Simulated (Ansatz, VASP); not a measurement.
**ZnCu: VASP beside Ansatz**

```
Zn Cu
1.0
     3.00425    0.00000    0.00000
     0.00000    3.00425    0.00000
     0.00000    0.00000    3.00425
Zn Cu
1 1
Direct
  0.50000 0.50000 0.50000
  0.00000 0.00000 0.00000
```

Alike in both runs: task single point; functional PBE; k mesh 12 × 12 × 12; occupations gaussian, width 0.05 eV; no spin polarisation.

```csv
,VASP,Ansatz
version,VASP 6.6.1,Ansatz 0.2.0
potentials or method,"VASP PAW PBE potentials, release 64 (Zn, Cu), cutoff 520 eV","scalar-relativistic, plane waves, PAW"
valence electrons in the cell,23,31
```

|  | VASP | Ansatz | Ansatz less VASP |
| --- | --- | --- | --- |
| gap on the k mesh at the Fermi level (eV) | none | none | - |
| pressure (GPa) | -3.1 | -4.1 | -0.93 |

A gap of «none» marks a metal or a gap that the smearing closes. With one functional, cell and mesh, what is left measures potentials, basis and numerics. VASP's potentials hold 23 valence electrons a cell and Ansatz's 31, so a difference there can come from the potentials and not from the codes.
